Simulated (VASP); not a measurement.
Al2Cu: single point with PBE

The system is Al2Cu.

```
Al Cu
1.0
    -2.14002    2.14002    2.74685
     2.14002   -2.14002    2.74685
     2.14002    2.14002   -2.74685
Al Cu
2 1
Cartesian
  0.0000 2.1400 1.3734
  2.1400 0.0000 1.3734
  0.0000 0.0000 2.7468
```

```yaml
Program: VASP 6.6.1
Task: single point
Functional: PBE
Potentials_or_basis: VASP PAW PBE potentials, release 64 (Al, Cu)
Cutoff: 520 eV
k_mesh: 14 × 14 × 14
Occupations: gaussian, width 0.15 eV
Spin: no spin polarisation
```

The pressure is -2.5 GPa. The band gap on the k mesh is zero (an odd number of electrons rules out a gap without spin polarisation).

Stress tensor (GPa, compression positive):
```
-5.46  0.00  0.00
 0.00 -5.46  0.00
 0.00  0.00  3.43
```

Levels at points of the mesh, in eV from the Fermi level:
```
           k point  band 6  band 7  band 8  band 9  band 10  band 11  band 12  band 13
(0.00, 0.00, 0.00)   -3.71    2.08    2.72    2.72     3.13     3.13     3.39     3.71
(0.50, 0.00, 0.00)   -3.71   -3.65    0.26    0.92     2.39     2.58     4.17     4.41
(0.50, 0.50, 0.00)   -3.69   -3.54   -1.98   -1.28     0.53     1.82     8.56     8.75
(0.50, 0.50, 0.50)   -3.65   -3.36   -2.25   -2.25    -0.56     1.21     8.98     9.81
```

Run time: 120 s on 1 thread of AMD EPYC 9R45 96-Core Processor (Zen 5) (shared host), peak memory 0.28 GiB.
